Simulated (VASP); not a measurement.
Wanted: the native input for a VASP 6.6.1 run.

```yaml
Task: single point
Functional: LDA
Potentials_or_basis: VASP PAW LDA potentials, release 64 (Zr_sv, H, C)
Cutoff: 520 eV
k_mesh: 7 × 7 × 3
Occupations: fermi-dirac, width 0.1 eV
Spin: no spin polarisation
Dipole_correction: no
Further_INCAR_settings: ALGO = Normal; EDIFF = 1e-06; NBANDS = 32
```

The structure of Zr3HC2 lies in POSCAR:

```
Zr3HC2
1.0
    3.3595803200      0.0000000000      0.0000000000
   -1.6797901600      2.9094819100      0.0000000000
    0.0000000000      0.0000000000      8.0238460000
Zr H C
3 1 2
Direct
    0.0000000000      0.0000000000      0.5000000000
    0.3333333300      0.6666666700      0.1780850000
    0.6666666700      0.3333333300      0.8219150000
    0.0000000000      0.0000000000      0.0000000000
    0.3333333300      0.6666666700      0.6755830000
    0.6666666700      0.3333333300      0.3244170000
```

These files were run (other wordings do the same):

INCAR

```
ALGO = Normal
EDIFF = 1E-6
ENCUT = 520
ISIF = 2
ISMEAR = -1
LASPH = True
LCHARG = False
LREAL = False
LWAVE = False
NBANDS = 32
NELM = 100
PREC = Accurate
SIGMA = 0.1
```

KPOINTS

```
k-points
0
Gamma
  7 7 3
```

Potentials or basis: VASP PAW LDA potentials, release 64 (Zr_sv, H, C).

Launch:

```sh
$ cat potpaw_LDA.64/Zr_sv/POTCAR potpaw_LDA.64/H/POTCAR potpaw_LDA.64/C/POTCAR > POTCAR
$ mpirun -np 1 vasp_std > vasp.out
```

Results of the run:

- Pressure: -9.8 GPa
- Largest force: 0.514 eV/Å

Run time: 31 s on 1 thread of Intel(R) Xeon(R) 6975P-C (Granite Rapids), with other jobs on the host, peak memory 0.19 GiB.
